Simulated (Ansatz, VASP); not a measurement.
**One calculation of Ba2ZrO3, two programs**

```
Ba Zr O
1.0
     3.10691    0.00000    0.00000
     0.00000    3.10691    0.00000
     0.00000    0.00000    9.71816
Ba Zr O
2 1 3
Direct
  0.50000 0.50000 0.33160
  0.50000 0.50000 0.66840
  0.50000 0.50000 0.00000
  0.00000 0.00000 0.86793
  0.00000 0.00000 0.13207
  0.00000 0.00000 0.50000
```

Change from the starting cell: species swapped into the Li3Tl2Cd type (P4/mmm, No. 123).

Alike in both runs: functional PBE; k mesh 6 × 6 × 2; occupations gaussian, width 0.1 eV; no spin polarisation.

Ansatz relaxed the structure, and its values are those at the end. VASP's run is a single point on that final structure, the one shown.

|  | VASP | Ansatz |
| --- | --- | --- |
| version | VASP 6.6.1 | Ansatz 0.2.0 |
| potentials or method | VASP PAW PBE potentials, release 64 (Ba_sv, Zr_sv, O), cutoff 520 eV | scalar-relativistic, plane waves, PAW |
| valence electrons in the cell | 50 | 50 |

```csv
,VASP,Ansatz,Ansatz less VASP
gap on the k mesh at the Fermi level (eV),none,none,-
pressure (GPa),2.5,-0.3,-2.81
rms of the force components (eV/Å),0.047,0.002,-0.0449
```

A gap of «none» marks a metal or a gap that the smearing closes. With one functional, cell and mesh, what is left measures potentials, basis and numerics.

Spin-orbit coupling is off throughout.
